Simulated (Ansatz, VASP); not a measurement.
Sb in VASP and in Ansatz

```xyz
2
Lattice="2.1936 1.2665 3.7440 -2.1936 1.2665 3.7440 0.0000 -2.5330 3.7440" Properties=species:S:1:pos:R:3 pbc="T T T"
Sb    0.0000    0.0000    2.6242
Sb    0.0000    0.0000    8.6078
```

Change from the starting cell: equal xx and yy strain of +2 %, crystal datasets.

Alike in both runs: task electric field gradients; functional LDA; k mesh 12 × 12 × 12; occupations fermi-dirac, width 0.03 eV; no spin polarisation.

|  | VASP | Ansatz |
| --- | --- | --- |
| version | VASP 6.6.1 | Ansatz 0.2.0 |
| potentials or method | VASP PAW LDA potentials, release 64 (Sb), cutoff 520 eV | all-electron PAW with datasets made for the crystal, scalar-relativistic |

|  | VASP | Ansatz | Ansatz less VASP |
| --- | --- | --- | --- |
| pressure (GPa) | -2.8 | -3.0 | -0.19 |
| traceless stress, the component that is largest in VASP (GPa) | 0.54 | 0.60 | +0.060 |
| rms of the force components (eV/Å) | 0.011 | 0.042 | +0.0314 |
| size of Vzz on the site where it differs most (V/Å²) | 49.2 | 52.6 | +3.39 |

LDA's correlation is that of Perdew and Zunger in VASP and of Perdew and Wang (1992) in Ansatz. Atom by atom the forces differ by 0.031 eV/Å (rms over components). Ansatz ran all-electron here, and VASP with PAW potentials.

Neither program's run includes spin-orbit coupling.
